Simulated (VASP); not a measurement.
Here is a VASP 6.6.1 calculation.

The input INCAR:

```
PREC     = Accurate       # precision mode
ENCUT    = 910            # plane-wave cutoff, eV
EDIFF    = 1E-6           # SCF threshold, eV
ISMEAR   = 0              # smearing method
SIGMA    = 0.01           # smearing width, eV
LREAL    = Auto         
LASPH    = True           # aspherical terms in the spheres
NELM     = 120            # most SCF steps
ALGO     = Normal         # electronic algorithm
ISIF     = 2              # what is computed and relaxed
LWAVE    = False          # write WAVECAR
LCHARG   = True           # write CHGCAR
GGA      = PE             # functional
IVDW     = 12             # dispersion correction
LELF     = True           # ELF
LVHAR    = True         
NBANDS   = 54             # bands
GGA_COMPAT= False
```

KPOINTS

```
Automatic mesh
0
Gamma
  3 3 2
  0 0 0.5
```

POSCAR

```
C18O
1.0
   -0.7330683218      3.6973851339     -3.3702827544
   -0.7330683218     -3.6973851339     -3.3702827544
   -5.6709571532      0.0000000000      3.4026574365
C O
18 1
Direct
    0.3684354565      0.7005835501      0.1135087873
    0.3827279539      0.3797792009      0.7737375487
    0.0328860910      0.0299715799      0.1184260952
    0.3949035111      0.0579716228      0.4382163078
    0.0676502150      0.7213875281      0.7669347570
    0.7035661230      0.3655499015      0.1134926234
    0.0608834992      0.3919702679      0.4382139302
    0.7244070941      0.0648031977      0.7669283790
    0.7208513051      0.7179262970      0.4395421450
    0.2671823661      0.5987922233      0.8858047947
    0.2824189916      0.2794954801      0.5505958500
    0.9266707412      0.9237496807      0.8789819783
    0.2781069908      0.9331049460      0.2228815207
    0.9552432904      0.6172529626      0.5478429991
    0.6018055357      0.2643234350      0.8857916871
    0.9360615913      0.2752113555      0.2228665437
    0.6202370893      0.9523755392      0.5478332176
    0.5894528472      0.5865120617      0.2261174854
    0.8156759743      0.8128502810      1.0275611275
```

Potentials or basis: VASP PAW PBE potentials, release 64 (C_h, O_h).

Launch:

```sh
$ cat potpaw_PBE.64/C_h/POTCAR potpaw_PBE.64/O_h/POTCAR > POTCAR
$ mpirun -np 1 vasp_std > vasp.out
```

**Question.** Estimate the pressure.

**Answer.** 5.9 GPa.

**Question.** Estimate the dispersion energy per atom.

**Answer.** -0.154 eV.

**Question.** Predict the band gap on the k mesh.

**Answer.** 0.30 eV.

Forces on the atoms (eV/Å):
```
C   -0.006 -0.001  0.000
C    0.002 -0.004 -0.001
C   -0.040  0.003 -0.037
C    0.006  0.002  0.002
C    0.006  0.000 -0.005
C   -0.005  0.001  0.003
C    0.003  0.001  0.005
C    0.009 -0.001 -0.004
C    0.008  0.000 -0.001
C    0.004  0.001 -0.001
C    0.001  0.001 -0.008
C    0.036  0.001 -0.036
C   -0.006  0.001 -0.005
C   -0.003  0.003  0.000
C    0.003  0.002  0.003
C   -0.008 -0.002 -0.004
C   -0.004 -0.005  0.001
C   -0.010 -0.004  0.011
O    0.005  0.001  0.076
```

Caveat: the k points lie up to 0.50 Å⁻¹ apart; the cell differs from its parent crystal (with an interstitial atom, then relaxed in part); the cutoff is under 1.25 times the usual one of these potentials, so pressure, stress and relaxed cells hold a basis-set (Pulay) error.
